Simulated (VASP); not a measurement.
Runs of VASP 6.6.1 on AgCl. The structure is that of space group Fm-3m (No. 225), or close to it. The cells are those of the table. 

| cell | gap on the mesh (eV) | pressure (GPa) |
| --- | --- | --- |
| a = 3.902, b = 3.922 Å, angles 59.8, 60.3, 59.8°, 2 atoms | 0.88 | 2.0 |
| a = 3.991, b = 3.922 Å, angles 60.6, 58.9, 60.6°, 2 atoms | 0.82 | 0.0 |
| a = 3.863, b = 3.922 Å, angles 59.5, 61.0, 59.5°, 2 atoms | 0.81 | 3.2 |
| a = 4.001, b = 3.922 Å, angles 60.7, 58.7, 60.7°, 2 atoms | 0.81 | (b) |
| a = 3.883, b = 3.922 Å, angles 59.7, 60.7, 59.7°, 2 atoms | 0.84 | 2.6 |
| a = 3.941, b = 3.922 Å, angles 60.2, 59.7, 60.2°, 2 atoms | 0.88 | 1.0 |
| a = 3.981, b = 3.922 Å, angles 60.5, 59.0, 60.5°, 2 atoms | 0.83 | (a) |
| a = 3.961, b = 3.922 Å, angles 60.3, 59.3, 60.3°, 2 atoms | 0.86 | 0.6 |

Alike in all rows: task single point; level PBE; potentials or basis VASP PAW PBE potentials, release 64 (Ag, Cl); no spin polarisation; k mesh 8 × 8 × 8; cutoff (eV) 520; smearing gaussian 0.05 eV.

Q: Fill in the values left out.

A: (a) 0.2; (b) -0.2.

Caveats: the cell stands under pressure (at least some runs).

A k mesh can miss the band edges, and the runs leave out spin-orbit coupling on Ag.
